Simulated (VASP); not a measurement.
# AlN (P6_3mc) in VASP: single point with PBE

Aim: the single point of AlN with PBE.

Everything below comes from runs of VASP 6.6.1. Logs are shortened: lines on timing, memory, paths and dates and some standing lists are left out, and cuts for length are marked.

## Step 1: The cell of the first run

It takes space group P6_3mc (No. 186, hexagonal). Conventional cell: a = 3.045 Å, b = 3.045 Å, c = 4.879 Å, α = 90.00°, β = 90.00°, γ = 120.00°. Within 2.5 Å of Al (site symmetry 3m) lie 4 N at 1.85 to 1.86 Å. Within 2.5 Å of N (site symmetry 3m) lie 4 Al at 1.85 to 1.86 Å.

## Step 2: Single point, PBE (strain -2.0%)

Contents of INCAR:

```
  PREC = Accurate
  ENCUT = 520
  EDIFF = 1E-7
  ISMEAR = -1
  SIGMA = 0.02
  LREAL = F
  LASPH = T
  NELM = 100
  ALGO = Normal
  ISIF = 2
  LWAVE = F
  LCHARG = F
  GGA = PE
  NBANDS = 16
```

Contents of KPOINTS:

```
Automatic mesh
0
Gamma
  12 12 6
```

Contents of POSCAR:

```
AlN
1.0
    3.0445598850      0.0000000000      0.0000000000
   -1.5222799425      2.6366662037      0.0000000000
    0.0000000000      0.0000000000      4.8790197209
Al N
2 2
Direct
    0.3333333333      0.6666666667     -0.0034832543
    0.6666666667      0.3333333333      0.4965167457
    0.3333333333      0.6666666667      0.3784832543
    0.6666666667      0.3333333333      0.8784832543
```

Potentials or basis: VASP PAW PBE potentials, release 64 (Al, N).

On the command line:

```sh
> cat potpaw_PBE.64/Al/POTCAR potpaw_PBE.64/N/POTCAR > POTCAR
> mpirun -np 1 vasp_std > vasp.out
```

OUTCAR:

```text
PREC = Accurate
   ENCUT = 520
   EDIFF = 1E-7
   ISMEAR = -1
   LREAL = F
   LASPH = T
   NELM = 100
   ISIF = 2
   GGA = PE

 ion  position               nearest neighbor table
   1  0.333  0.667  0.997-   4 1.85   4 1.85   4 1.85   3 1.86   2 3.01   2 3.01   2 3.01   2 3.01
                             2 3.01   2 3.01
   2  0.667  0.333  0.497-   3 1.85   3 1.85   3 1.85   4 1.86   1 3.01   1 3.01   1 3.01   1 3.01
                             1 3.01   1 3.01
   3  0.333  0.667  0.378-   2 1.85   2 1.85   2 1.85   1 1.86
   4  0.667  0.333  0.878-   1 1.85   1 1.85   1 1.85   2 1.86

  LATTYP: Found a hexagonal cell.
 ALAT       =     3.0445598850
 C/A-ratio  =     1.6025369529

  Lattice vectors:

 A1 = (   3.0445598850,   0.0000000000,   0.0000000000)
 A2 = (  -1.5222799425,   2.6366662037,   0.0000000000)
 A3 = (   0.0000000000,   0.0000000000,   4.8790197209)

Analysis of symmetry for initial positions (statically):
=====================================================================
 Subroutine PRICEL returns:
 Original cell was already a primitive cell.

 Routine SETGRP: Setting up the symmetry group for a
 hexagonal supercell.

 Subroutine GETGRP returns: Found 12 space group operations
 (whereof  6 operations were pure point group operations)
 out of a pool of 24 trial point group operations.

The static configuration has the point symmetry C_3v.
 The point group associated with its full space group is C_6v.

Analysis of symmetry for dynamics (positions and initial velocities):
=====================================================================
 Subroutine PRICEL returns:
 Original cell was already a primitive cell.

 Routine SETGRP: Setting up the symmetry group for a
 hexagonal supercell.

 Subroutine GETGRP returns: Found 12 space group operations
 (whereof  6 operations were pure point group operations)
 out of a pool of 24 trial point group operations.

The dynamic configuration has the point symmetry C_3v.
 The point group associated with its full space group is C_6v.

 Subroutine INISYM returns: Found 12 space group operations
 (whereof  6 operations are pure point group operations),
 and found     1 'primitive' translations

----------------------------------------------------------------------------------------

                                     Primitive cell

  volume of cell :      39.1663

  direct lattice vectors                    reciprocal lattice vectors
     3.044559885  0.000000000  0.000000000     0.328454699  0.189633409  0.000000000
    -1.522279942  2.636666204  0.000000000     0.000000000  0.379266818  0.000000000
     0.000000000  0.000000000  4.879019721     0.000000000  0.000000000  0.204959204

  length of vectors
     3.044559885  3.044559885  4.879019721     0.379266818  0.379266818  0.204959204

  position of ions in fractional coordinates (direct lattice)
     0.333333333  0.666666667  0.996516746
     0.666666667  0.333333333  0.496516746
     0.333333333  0.666666667  0.378483254
     0.666666667  0.333333333  0.878483254

  ion indices of the primitive-cell ions
   primitive index   ion index
                 1           1
                 2           2
                 3           3
                 4           4

----------------------------------------------------------------------------------------

 KPOINTS: Automatic mesh

Automatic generation of k-mesh.
 Grid dimensions read from file:
 generate k-points for:   12   12    6

 Generating k-lattice:

  Cartesian coordinates                     Fractional coordinates (reciprocal lattice)
     0.027371225  0.015802784  0.000000000     0.083333333 -0.000000000  0.000000000
     0.000000000  0.031605568  0.000000000     0.000000000  0.083333333  0.000000000
     0.000000000  0.000000000  0.034159867     0.000000000  0.000000000  0.166666667

  Length of vectors
     0.031605568  0.031605568  0.034159867

  Shift w.r.t. Gamma in fractional coordinates (k-lattice)
     0.000000000  0.000000000  0.000000000

 Subroutine IBZKPT returns following result:
 ===========================================

 Found     76 irreducible k-points:

 Following reciprocal coordinates:
            Coordinates               Weight
  0.000000  0.000000  0.000000      1.000000
  0.083333 -0.000000  0.000000      6.000000
  0.166667 -0.000000  0.000000      6.000000
  0.250000 -0.000000  0.000000      6.000000
  0.333333 -0.000000  0.000000      6.000000
  0.416667 -0.000000  0.000000      6.000000
[... 16 lines left out ...]
  0.250000 -0.000000  0.166667     12.000000
  0.333333 -0.000000  0.166667     12.000000
 [... further k-points ...]
   k-points           NKPTS =     76   k-points in BZ     NKDIM =     76   number of bands    NBANDS=     16
   number of dos      NEDOS =    301   number of ions     NIONS =      4
   total plane-waves  NPLWV =  20736
   dimension x,y,z NGX =    24 NGY =   24 NGZ =   36
   dimension x,y,z NGXF=    48 NGYF=   48 NGZF=   72
   ions per type =               2   2
   NGX,Y,Z   is equivalent  to a cutoff of  13.11, 13.11, 12.27 a.u.
   NGXF,Y,Z  is equivalent  to a cutoff of  26.21, 26.21, 24.53 a.u.
 SYSTEM =  unknown system
   PREC   = accura    normal or accurate (medium, high low for compatibility)
   ISTART =      0    job   : 0-new  1-cont  2-samecut
   ICHARG =      2    charge: 1-file 2-atom 10-const
   ISPIN  =      1    spin polarized calculation?
   LNONCOLLINEAR =      F non collinear calculations
   LSORBIT =      F    spin-orbit coupling
   LASPH  =      T    aspherical Exc in radial PAW
   ENCUT  =  520.0 eV  38.22 Ry    6.18 a.u.   5.66  5.66  9.07*2*pi/ulx,y,z
   NELM   =    100;   NELMIN=  2; NELMDL= -5     # of ELM steps
   EDIFF  = 0.1E-06   stopping-criterion for ELM
   LREAL  =      F    real-space projection
   EDIFFG = 0.1E-05   stopping-criterion for IOM
   NSW    =      0    number of steps for IOM
   IBRION =     -1    ionic relax: 0-MD 1-quasi-New 2-CG
   NFREE  =      0    steps in history (QN), initial steepest desc. (CG)
   ISIF   =      2    stress and relaxation
   ISYM   =      2    0-nonsym 1-usesym 2-fastsym
   POTIM  = 0.5000    time-step for ionic-motion
   TEBEG  =    0.0;   TEEND  =   0.0 temperature during run
   PSTRESS=    0.0 pullay stress
   NELECT =      16.0000    total number of electrons
   NUPDOWN=      -1.0000    fix difference up-down
   EMIN   =  10.00;   EMAX   =-10.00  energy-range for DOS
   EFERMI =   0.00;   METHOD = LEGACY
   ISMEAR =    -1;   SIGMA  =   0.02  broadening in eV -4-tet -1-fermi 0-gaus
   EFERMI_NEDOS =   21; number of points for ismear=-14 and -15
   IALGO  =     38    algorithm
   IMIX   =      4    mixing-type and parameters
     AMIX     =   0.40;   BMIX     =  1.00
     AMIX_MAG =   1.60;   BMIX_MAG =  1.00
  volume/ion in A,a.u.               =       9.79        66.08
  Fermi-wavevector in a.u.,A,eV,Ry     =   1.214723  2.295494 20.076118  1.475553
  Thomas-Fermi vector in A             =   2.350134
   LORBIT       =      0    0 simple, 1 ext, 2 COOP (PROOUT), +10 PAW based schemes
   GGA     = PE    functional components
   LHFCALC =     F    Hartree Fock is set to
   AEXX    =    0.0000 exact exchange contribution
   IVDW    =     0    specifies the selected vdW correction
   LEPSILON=     F    determine dielectric tensor
   LRPA    =     F    only Hartree local field effects (RPA)
 non-spin polarized calculation
  energy-cutoff  :      520.00
  volume of cell :       39.17
 maximum number of plane-waves:      1087
 NGX is ok and might be reduce to    24
   NGX = 11   NGY = 11   NGZ = 19

 number of electron      15.9999999 magnetization

 Free energy of the ion-electron system (eV)
  ---------------------------------------------------
  ext. energy  EPLUGINS =         0.00000000
  ---------------------------------------------------
  free energy    TOTEN  =       -29.59475757 eV

  energy without entropy =      -29.59475757  energy(sigma->0) =      -29.59475757

 E-fermi :   7.2251     XC(G=0): -11.1938

 val. band max:        6.7914261422   @ k =   0.0000   0.0000   0.0000
 cond. band min:      11.5751946085   @ k =   0.0000   0.0000   0.0000
 fundamental gap:      4.7837684663
 Fermi energy:         7.2251092677

 k-point     1 :       0.0000    0.0000    0.0000
  band No.  band energies     occupation
      1      -8.7957      2.00000
      2      -6.4476      2.00000
      3       0.4980      2.00000
      4       5.8966      2.00000
      5       5.8966      2.00000
      6       6.5584      2.00000
[... 8 lines left out ...]
     15      20.5608      0.00000
     16      20.5608      0.00000

 k-point     2 :       0.0833   -0.0000    0.0000
  band No.  band energies     occupation
      1      -8.7001      2.00000
      2      -6.3924      2.00000
      3       0.6090      2.00000
      4       5.4705      2.00000
      5       5.7727      2.00000
      6       6.1526      2.00000
[... 8 lines left out ...]
     15      20.6047      0.00000
     16      20.6144      0.00000

 k-point     3 :       0.1667   -0.0000    0.0000
  band No.  band energies     occupation
      1      -8.4213      2.00000
      2      -6.2415      2.00000
      3       0.9361      2.00000
      4       4.4264      2.00000
      5       5.2665      2.00000
      6       5.4840      2.00000
[... 8 lines left out ...]
     15      19.8047      0.00000
     16      20.0095      0.00000

 k-point     4 :       0.2500   -0.0000    0.0000
  band No.  band energies     occupation
      1      -7.9855      2.00000
      2      -6.0409      2.00000
      3       1.4605      2.00000
      4       3.1987      2.00000
      5       4.2686      2.00000
      6       5.1546      2.00000
[... 8 lines left out ...]
     15      19.5834      0.00000
     16      20.6291      0.00000
[... 324 lines left out ...]
 k-point    22 :       0.1667   -0.0000    0.1667
  band No.  band energies     occupation
      1      -8.3121      2.00000
      2      -6.4487      2.00000
      3       1.2663      2.00000
      4       4.4995      2.00000
      5       5.0271      2.00000
      6       5.5433      2.00000
[... 8 lines left out ...]
     15      19.9067      0.00000
     16      20.2375      0.00000

 k-point    23 :       0.2500   -0.0000    0.1667
  band No.  band energies     occupation
      1      -7.8838      2.00000
      2      -6.2144      2.00000
      3       1.6302      2.00000
      4       3.3730      2.00000
      5       4.0738      2.00000
      6       5.2236      2.00000
[... 8 lines left out ...]
     15      19.8127      0.00000
     16      20.7104      0.00000

 k-point    24 :       0.3333   -0.0000    0.1667
  band No.  band energies     occupation
      1      -7.3579      2.00000
      2      -5.9990      2.00000
      3       1.6647      2.00000
      4       2.6993      2.00000
      5       3.3177      2.00000
      6       4.9450      2.00000
[... 8 lines left out ...]
     15      19.9068      0.00000
     16      21.7563      0.00000

 [... further k-points ...]
[... 5 lines left out ...]
  --------------------------------------------------------------------------------------
  -------------------------------------------------------------------------------------
  Total        4.7171548      4.7171548      4.3535318      0.0000000      0.0000000      0.0000000
  in kB      192.9649658    192.9649658    178.0902132      0.0000000      0.0000000      0.0000000
  external PRESSURE =     188.0067149 kB  Pullay stress =       0.0000000 kB

 VOLUME and BASIS-vectors are now :
 -----------------------------------------------------------------------------
  energy-cutoff  :      520.00
  volume of cell :       39.17
      direct lattice vectors                 reciprocal lattice vectors
     3.044559885  0.000000000  0.000000000     0.328454699  0.189633409  0.000000000
    -1.522279942  2.636666204  0.000000000     0.000000000  0.379266818  0.000000000
     0.000000000  0.000000000  4.879019721     0.000000000  0.000000000  0.204959204

 POSITION                                       TOTAL-FORCE (eV/Angst)
 -----------------------------------------------------------------------------------
     -0.00000      1.75778      4.86202         0.000000     -0.000000     -0.006749
      1.52228      0.87889      2.42251        -0.000000      0.000000     -0.006749
     -0.00000      1.75778      1.84663         0.000000      0.000000      0.006749
      1.52228      0.87889      4.28614        -0.000000      0.000000      0.006749
 -----------------------------------------------------------------------------------
    total drift:                                0.000000      0.000000      0.000092

  FREE ENERGIE OF THE ION-ELECTRON SYSTEM (eV)
  ---------------------------------------------------
  free  energy   TOTEN  =       -29.5947575661 eV

  energy  without entropy=      -29.5947575661  energy(sigma->0) =      -29.59475757
```

Run time: 71 s. Hardware: 1 thread of Intel Xeon 8259CL, shared host; peak memory 0.17 GiB.

What came out:

```
Free energy            : -29.5948 eV
Pressure               : 18.8 GPa
Largest force          : 0.007 eV/Å
Band gap on the k mesh : 4.78 eV, direct
```

Forces on the atoms (eV/Å):
```
Al   0.000  0.000 -0.007
Al   0.000  0.000 -0.007
N    0.000  0.000  0.007
N    0.000  0.000  0.007
```

Levels at points of the mesh, in eV from the valence-band top:
```
           k point  band 4  band 5  band 6  band 7  band 8  band 9  band 10  band 11  band 12  band 13
(0.00, 0.00, 0.00)   -0.89   -0.89   -0.23   -0.23    0.00    4.78     7.24    11.14    11.63    11.63
(0.50, 0.00, 0.00)   -4.32   -3.50   -2.18   -1.87   -0.71    5.94     6.04     8.75    10.74    11.29
(0.00, 0.00, 0.50)   -3.44   -0.57   -0.57   -0.57   -0.57    7.04     7.04    10.86    10.86    11.95
(0.50, 0.00, 0.50)   -5.86   -1.53   -1.53   -1.43   -1.43    5.53     5.53     9.65     9.65    12.58
```

Caveat: the cell differs from its parent crystal (strain -2.0%).
